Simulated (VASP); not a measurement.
# Sn5H (P-3m1) in VASP: single point with PBE

Aim: the single point of Sn5H with PBE.

Program: VASP 6.6.1. These are calculated values, not measurements. Logs are shortened: lines on timing, memory, paths and dates and some standing lists are left out, and cuts for length are marked.

### Step 1. The cell of the first run

Symmetry: P-3m1, No. 164, trigonal system. Conventional cell: a = 4.770 Å, b = 4.770 Å, c = 20.726 Å, α = 90.00°, β = 90.00°, γ = 120.00°. Within 2.3 Å of Sn (site symmetry 3m) lie 1 H at 1.75 Å. Sn (site symmetry 3m) has 4 Sn at 2.86 to 2.90 Å within 3.8 Å. Sn (site symmetry 3m) has 4 Sn at 2.86 to 2.88 Å and 3 H at 3.79 Å within 3.8 Å. Within 3.8 Å of Sn (site symmetry 3m) lie 4 Sn at 2.87 to 2.90 Å. Within 3.8 Å of Sn (site symmetry 3m) lie 4 Sn at 2.87 to 2.90 Å. H (site symmetry 3m) has 1 Sn at 1.75 Å within 2.3 Å.

### Step 2. Single point, PBE

INCAR

```
PREC     = Accurate       # precision mode
ENCUT    = 520            # plane-wave cutoff, eV
EDIFF    = 1E-7           # SCF threshold, eV
ISMEAR   = 0              # smearing method
SIGMA    = 0.2            # smearing width, eV
LREAL    = False          # projectors in reciprocal space
LASPH    = True           # aspherical terms in the spheres
NELM     = 60             # most SCF steps
ALGO     = Normal         # electronic algorithm
ISIF     = 2              # what is computed and relaxed
LWAVE    = False          # write WAVECAR
LCHARG   = True           # write CHGCAR
GGA      = PE             # functional
LELF     = True           # ELF
LVHAR    = True         
NBANDS   = 83             # bands
```

KPOINTS

```
Automatic mesh
0
Gamma
  4 4 1
```

POSCAR

```
Sn5H
1.0
    4.7700765879      0.0000000000      0.0000000000
   -2.3850382940      4.1310075032      0.0000000000
    0.0000000000      0.0000000000     20.7264810943
Sn H
10 2
Direct
    0.6666666667      0.3333333333      0.3839734012
    0.3333333333      0.6666666667      0.6160265988
    0.0000000000      0.0000000000      0.7955772093
    0.0000000000      0.0000000000      0.6573903253
    0.6666666667      0.3333333333      0.8394075959
    0.0000000000      0.0000000000      0.2044227907
    0.0000000000      0.0000000000      0.3426096747
    0.3333333333      0.6666666667      0.1605924041
    0.3333333333      0.6666666667      0.0219361424
    0.6666666667      0.3333333333      0.9780638576
    0.6666666667      0.3333333333      0.4684686168
    0.3333333333      0.6666666667      0.5315313832
```

Potentials or basis: VASP PAW PBE potentials, release 64 (Sn_d, H).

Run with:

```console
> cat potpaw_PBE.64/Sn_d/POTCAR potpaw_PBE.64/H/POTCAR > POTCAR
> mpirun -np 1 vasp_std > vasp.out
```

OUTCAR:

```text
PREC = Accurate
   ENCUT = 520
   EDIFF = 1E-7
   ISMEAR = 0
   LREAL = False
   LASPH = True
   NELM = 60
   ISIF = 2
   GGA = PE

 ion  position               nearest neighbor table
   1  0.667  0.333  0.384-  11 1.75   7 2.88   7 2.88   7 2.88
   2  0.333  0.667  0.616-  12 1.75   4 2.88   4 2.88   4 2.88
   3  0.000  0.000  0.796-   4 2.86   5 2.90   5 2.90   5 2.90
   4  0.000  0.000  0.657-   3 2.86   2 2.88   2 2.88   2 2.88
   5  0.667  0.333  0.839-  10 2.87   3 2.90   3 2.90   3 2.90
   6  0.000  0.000  0.204-   7 2.86   8 2.90   8 2.90   8 2.90
   7  0.000  0.000  0.343-   6 2.86   1 2.88   1 2.88   1 2.88
   8  0.333  0.667  0.161-   9 2.87   6 2.90   6 2.90   6 2.90
   9  0.333  0.667  0.022-   8 2.87  10 2.90  10 2.90  10 2.90
  10  0.667  0.333  0.978-   5 2.87   9 2.90   9 2.90   9 2.90
  11  0.667  0.333  0.468-   1 1.75
  12  0.333  0.667  0.532-   2 1.75

  LATTYP: Found a hexagonal cell.
 ALAT       =     4.7700765879
 C/A-ratio  =     4.3451044679

  Lattice vectors:

 A1 = (   4.7700765879,   0.0000000000,   0.0000000000)
 A2 = (  -2.3850382940,   4.1310075032,   0.0000000000)
 A3 = (   0.0000000000,   0.0000000000,  20.7264810943)

Analysis of symmetry for initial positions (statically):
=====================================================================
 Subroutine PRICEL returns:
 Original cell was already a primitive cell.

 Routine SETGRP: Setting up the symmetry group for a
 hexagonal supercell.

 Subroutine GETGRP returns: Found 12 space group operations
 (whereof 12 operations were pure point group operations)
 out of a pool of 24 trial point group operations.

The static configuration has the point symmetry D_3d.

Analysis of symmetry for dynamics (positions and initial velocities):
=====================================================================
 Subroutine PRICEL returns:
 Original cell was already a primitive cell.

 Routine SETGRP: Setting up the symmetry group for a
 hexagonal supercell.

 Subroutine GETGRP returns: Found 12 space group operations
 (whereof 12 operations were pure point group operations)
 out of a pool of 24 trial point group operations.

The dynamic configuration has the point symmetry D_3d.

 Subroutine INISYM returns: Found 12 space group operations
 (whereof 12 operations are pure point group operations),
 and found     1 'primitive' translations

----------------------------------------------------------------------------------------

                                     Primitive cell

  volume of cell :     408.4199

  direct lattice vectors                    reciprocal lattice vectors
     4.770076588  0.000000000  0.000000000     0.209640240  0.121035849  0.000000000
    -2.385038294  4.131007503  0.000000000     0.000000000  0.242071698  0.000000000
     0.000000000  0.000000000 20.726481094     0.000000000  0.000000000  0.048247457

  length of vectors
     4.770076588  4.770076588 20.726481094     0.242071698  0.242071698  0.048247457

  position of ions in fractional coordinates (direct lattice)
     0.666666667  0.333333333  0.383973401
     0.333333333  0.666666667  0.616026599
     0.000000000  0.000000000  0.795577209
     0.000000000  0.000000000  0.657390325
     0.666666667  0.333333333  0.839407596
     0.000000000  0.000000000  0.204422791
     0.000000000  0.000000000  0.342609675
     0.333333333  0.666666667  0.160592404
     0.333333333  0.666666667  0.021936142
     0.666666667  0.333333333  0.978063858
     0.666666667  0.333333333  0.468468617
     0.333333333  0.666666667  0.531531383

  ion indices of the primitive-cell ions
   primitive index   ion index
                 1           1
                 2           2
                 3           3
                 4           4
                 5           5
                 6           6
                 7           7
                 8           8
                 9           9
                10          10
                11          11
                12          12

----------------------------------------------------------------------------------------

 KPOINTS: Automatic mesh

Automatic generation of k-mesh.
 Grid dimensions read from file:
 generate k-points for:    4    4    1

 Generating k-lattice:

  Cartesian coordinates                     Fractional coordinates (reciprocal lattice)
     0.052410060  0.030258962  0.000000000     0.250000000  0.000000000  0.000000000
     0.000000000  0.060517924  0.000000000     0.000000000  0.250000000  0.000000000
     0.000000000  0.000000000  0.048247457     0.000000000  0.000000000  1.000000000

  Length of vectors
     0.060517924  0.060517924  0.048247457

  Shift w.r.t. Gamma in fractional coordinates (k-lattice)
     0.000000000  0.000000000  0.000000000

 Subroutine IBZKPT returns following result:
 ===========================================

 Found      4 irreducible k-points:

 Following reciprocal coordinates:
            Coordinates               Weight
  0.000000  0.000000  0.000000      1.000000
  0.250000  0.000000  0.000000      6.000000
  0.500000  0.000000  0.000000      3.000000
  0.250000  0.250000  0.000000      6.000000
   k-points           NKPTS =      4   k-points in BZ     NKDIM =      4   number of bands    NBANDS=     83
   number of dos      NEDOS =    301   number of ions     NIONS =     12
   total plane-waves  NPLWV = 207360
   dimension x,y,z NGX =    36 NGY =   36 NGZ =  160
   dimension x,y,z NGXF=    72 NGYF=   72 NGZF=  320
   ions per type =              10   2
   NGX,Y,Z   is equivalent  to a cutoff of  12.55, 12.55, 12.83 a.u.
   NGXF,Y,Z  is equivalent  to a cutoff of  25.09, 25.09, 25.67 a.u.
 SYSTEM =  unknown system
   PREC   = accura    normal or accurate (medium, high low for compatibility)
   ISTART =      0    job   : 0-new  1-cont  2-samecut
   ICHARG =      2    charge: 1-file 2-atom 10-const
   ISPIN  =      1    spin polarized calculation?
   LNONCOLLINEAR =      F non collinear calculations
   LSORBIT =      F    spin-orbit coupling
   LASPH  =      T    aspherical Exc in radial PAW
   ENCUT  =  520.0 eV  38.22 Ry    6.18 a.u.   8.87  8.87 38.54*2*pi/ulx,y,z
   NELM   =     60;   NELMIN=  2; NELMDL= -5     # of ELM steps
   EDIFF  = 0.1E-06   stopping-criterion for ELM
   LREAL  =      F    real-space projection
   EDIFFG = 0.1E-05   stopping-criterion for IOM
   NSW    =      0    number of steps for IOM
   IBRION =     -1    ionic relax: 0-MD 1-quasi-New 2-CG
   NFREE  =      0    steps in history (QN), initial steepest desc. (CG)
   ISIF   =      2    stress and relaxation
   ISYM   =      2    0-nonsym 1-usesym 2-fastsym
   POTIM  = 0.5000    time-step for ionic-motion
   TEBEG  =    0.0;   TEEND  =   0.0 temperature during run
   PSTRESS=    0.0 pullay stress
   NELECT =     142.0000    total number of electrons
   NUPDOWN=      -1.0000    fix difference up-down
   EMIN   =  10.00;   EMAX   =-10.00  energy-range for DOS
   EFERMI =   0.00;   METHOD = LEGACY
   ISMEAR =     0;   SIGMA  =   0.20  broadening in eV -4-tet -1-fermi 0-gaus
   EFERMI_NEDOS =   21; number of points for ismear=-14 and -15
   IALGO  =     38    algorithm
   IMIX   =      4    mixing-type and parameters
     AMIX     =   0.40;   BMIX     =  1.00
     AMIX_MAG =   1.60;   BMIX_MAG =  1.00
  volume/ion in A,a.u.               =      34.03       229.68
  Fermi-wavevector in a.u.,A,eV,Ry     =   1.151159  2.175375 18.029992  1.325167
  Thomas-Fermi vector in A             =   2.287818
   LORBIT       =      0    0 simple, 1 ext, 2 COOP (PROOUT), +10 PAW based schemes
   GGA     = PE    functional components
   LHFCALC =     F    Hartree Fock is set to
   AEXX    =    0.0000 exact exchange contribution
   IVDW    =     0    specifies the selected vdW correction
   LEPSILON=     F    determine dielectric tensor
   LRPA    =     F    only Hartree local field effects (RPA)
 non-spin polarized calculation
 Gauss-broadening in eV      SIGMA  =   0.20
  energy-cutoff  :      520.00
  volume of cell :      408.42
 maximum number of plane-waves:     11047
 NGX is ok and might be reduce to    36
   NGX = 17   NGY = 17   NGZ = 77

 number of electron     141.9999998 magnetization

 Free energy of the ion-electron system (eV)
  ---------------------------------------------------
  ext. energy  EPLUGINS =         0.00000000
  ---------------------------------------------------
  free energy    TOTEN  =       -43.89881970 eV

  energy without entropy =      -43.86134526  energy(sigma->0) =      -43.88008248

 E-fermi :   3.8190     XC(G=0):  -8.1198

 val. band max:        3.7130552601   @ k =   0.0000   0.0000   0.0000
 cond. band min:       3.8380760290   @ k =   0.0000   0.0000   0.0000
 fundamental gap:      0.1250207689
 Fermi energy:         3.8189655856

 k-point     1 :       0.0000    0.0000    0.0000
  band No.  band energies     occupation
      1     -17.5245      2.00000
      2     -17.5245      2.00000
      3     -17.5199      2.00000
      4     -17.5071      2.00000
      5     -17.5071      2.00000
      6     -17.5010      2.00000
[... 75 lines left out ...]
     82       6.9853      0.00000
     83       6.9981      0.00000

 k-point     2 :       0.2500    0.0000    0.0000
  band No.  band energies     occupation
      1     -17.5550      2.00000
      2     -17.5404      2.00000
      3     -17.5375      2.00000
      4     -17.5208      2.00000
      5     -17.5195      2.00000
      6     -17.5149      2.00000
[... 75 lines left out ...]
     82       7.5829      0.00000
     83       7.5969      0.00000

 k-point     3 :       0.5000    0.0000    0.0000
  band No.  band energies     occupation
      1     -17.5604      2.00000
      2     -17.5572      2.00000
      3     -17.5439      2.00000
      4     -17.5277      2.00000
      5     -17.5276      2.00000
      6     -17.5260      2.00000
[... 75 lines left out ...]
     82       7.8609      0.00000
     83       8.0063      0.00000

 k-point     4 :       0.2500    0.2500    0.0000
  band No.  band energies     occupation
      1     -17.5602      2.00000
      2     -17.5594      2.00000
      3     -17.5541      2.00000
      4     -17.5425      2.00000
      5     -17.5415      2.00000
      6     -17.5244      2.00000
[... 75 lines left out ...]
     82       7.6128      0.00000
     83       7.9135      0.00000

------------------------ aborting loop because EDIFF is reached ----------------------------------------

  FORCE on cell =-STRESS in cart. coord.  units (eV):
  Direction    XX          YY          ZZ          XY          YZ          ZX
  --------------------------------------------------------------------------------------
  -------------------------------------------------------------------------------------
  Total       -0.5468000     -0.5468000     -0.5741637      0.0000000     -0.0000000     -0.0000000
  in kB       -2.1450239     -2.1450239     -2.2523684      0.0000000     -0.0000000     -0.0000000
  external PRESSURE =      -2.1808054 kB  Pullay stress =       0.0000000 kB

 VOLUME and BASIS-vectors are now :
 -----------------------------------------------------------------------------
  energy-cutoff  :      520.00
  volume of cell :      408.42
      direct lattice vectors                 reciprocal lattice vectors
     4.770076588  0.000000000  0.000000000     0.209640240  0.121035849  0.000000000
    -2.385038294  4.131007503  0.000000000     0.000000000  0.242071698  0.000000000
     0.000000000  0.000000000 20.726481094     0.000000000  0.000000000  0.048247457

 POSITION                                       TOTAL-FORCE (eV/Angst)
 -----------------------------------------------------------------------------------
      2.38504      1.37700      7.95842         0.000000     -0.000000      0.056440
     -0.00000      2.75401     12.76806        -0.000000      0.000000     -0.056440
      0.00000      0.00000     16.48952         0.000000     -0.000000      0.015703
      0.00000      0.00000     13.62539        -0.000000      0.000000      0.004298
      2.38504      1.37700     17.39797         0.000000     -0.000000     -0.009398
      0.00000      0.00000      4.23697         0.000000      0.000000     -0.015703
      0.00000      0.00000      7.10109         0.000000     -0.000000     -0.004298
     -0.00000      2.75401      3.32852        -0.000000      0.000000      0.009398
     -0.00000      2.75401      0.45466         0.000000      0.000000     -0.013293
      2.38504      1.37700     20.27182        -0.000000      0.000000      0.013293
      2.38504      1.37700      9.70971         0.000000     -0.000000     -0.051298
     -0.00000      2.75401     11.01678         0.000000      0.000000      0.051298
 -----------------------------------------------------------------------------------
    total drift:                                0.000000     -0.000000     -0.000000

  FREE ENERGIE OF THE ION-ELECTRON SYSTEM (eV)
  ---------------------------------------------------
  free  energy   TOTEN  =       -43.8988197017 eV

  energy  without entropy=      -43.8613452603  energy(sigma->0) =      -43.88008248
```

It took 5.9 min on 1 thread of Oxide Virtual Turin-like, shared host; peak memory 0.46 GiB.

What came out:

- Free energy: -43.8988 eV
- Pressure: -0.2 GPa
- Largest force: 0.056 eV/Å
- Band gap on the k mesh: 0.12 eV, direct

Forces on the atoms (eV/Å):
```
Sn   0.000  0.000  0.056
Sn   0.000  0.000 -0.056
Sn   0.000  0.000  0.016
Sn   0.000  0.000  0.004
Sn   0.000  0.000 -0.009
Sn   0.000  0.000 -0.016
Sn   0.000  0.000 -0.004
Sn   0.000  0.000  0.009
Sn   0.000  0.000 -0.013
Sn   0.000  0.000  0.013
H    0.000  0.000 -0.051
H    0.000  0.000  0.051
```

Caveat: spin-orbit coupling is left out, which moves the levels of the heavy elements.
